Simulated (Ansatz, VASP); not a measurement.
## WS2 in VASP and in Ansatz

```
CELL_PARAMETERS angstrom
3.15955 0.00000 0.00000
-1.57977 2.73625 0.00000
0.00000 0.00000 23.80426
ATOMIC_POSITIONS crystal
S 0.33333 0.66667 0.18904
S 0.33333 0.66667 0.32146
S 0.66667 0.83333 0.46597
S 0.66667 0.83333 0.59839
W 0.66667 0.33333 0.25525
W 0.33333 0.16667 0.53218
```

Alike in both runs: task single point; functional PBE; dispersion D3(BJ); k mesh 9 × 9 × 1; occupations gaussian, width 0.05 eV; no spin polarisation.

|  | VASP | Ansatz |
| --- | --- | --- |
| version | VASP 6.6.1 | Ansatz 0.2.0 |
| potentials or method | VASP PAW PBE potentials, release 64 (S, W_sv), cutoff 520 eV | scalar-relativistic, plane waves, PAW |
| valence electrons in the cell | 52 | 52 |

```csv
,VASP,Ansatz,Ansatz less VASP
gap on the k mesh at the Fermi level (eV),1.73,1.72,-0.014
least direct gap on the mesh (eV),1.92,1.91,-0.003
rms of the force components (eV/Å),0.017,0.017,+0.0001
```

Neither program's run includes spin-orbit coupling.
